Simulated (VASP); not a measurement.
SnO2, 12 atoms in the cell. It takes space group Pa-3 (No. 205, cubic). Conventional cell: a = 5.175 Å, b = 5.175 Å, c = 5.175 Å, α = 90.00°, β = 90.00°, γ = 90.00°. Sn (site symmetry -3) has 6 O at 2.11 Å within 2.8 Å. O (site symmetry 3) has 3 Sn at 2.11 Å and 6 O at 2.75 Å within 2.8 Å. 

- Program: VASP 6.6.1
- Task: relaxation of cell and atoms
- Functional: r2SCAN
- Potentials or basis: VASP PAW PBE potentials, release 64 (Sn_d, O)
- Cutoff: 600 eV
- k mesh: 5 × 5 × 5
- Occupations: fermi-dirac, width 0.05 eV
- Spin: no spin polarisation
- Dipole correction: no
- Further INCAR settings: ALGO = Normal; EDIFF = 1e-06; IBRION = 2; EDIFFG = -0.01; NSW = 60; ISIF = 3

Potentials or basis: VASP PAW PBE potentials, release 64 (Sn_d, O).

Launch:

```console
$ cat potpaw_PBE.64/Sn_d/POTCAR potpaw_PBE.64/O/POTCAR > POTCAR
$ cp INCAR.step1 INCAR
$ mpirun -np 1 vasp_std > vasp.out
$ cp INCAR.step2 INCAR
$ mpirun -np 1 vasp_std > vasp.out
```

Hardware: 1 × NVIDIA H100 80GB with 1 thread of AMD EPYC 7R13 Processor (Zen 3), on a shared host.

Problem. How long does it take, and how much memory?

Solution. Run time: 8.6 min on 1 × NVIDIA H100 80GB with 1 thread of AMD EPYC 7R13 Processor (Zen 3), on a shared host, peak memory 1.3 GiB. Counts: k points 11, ion steps 8.
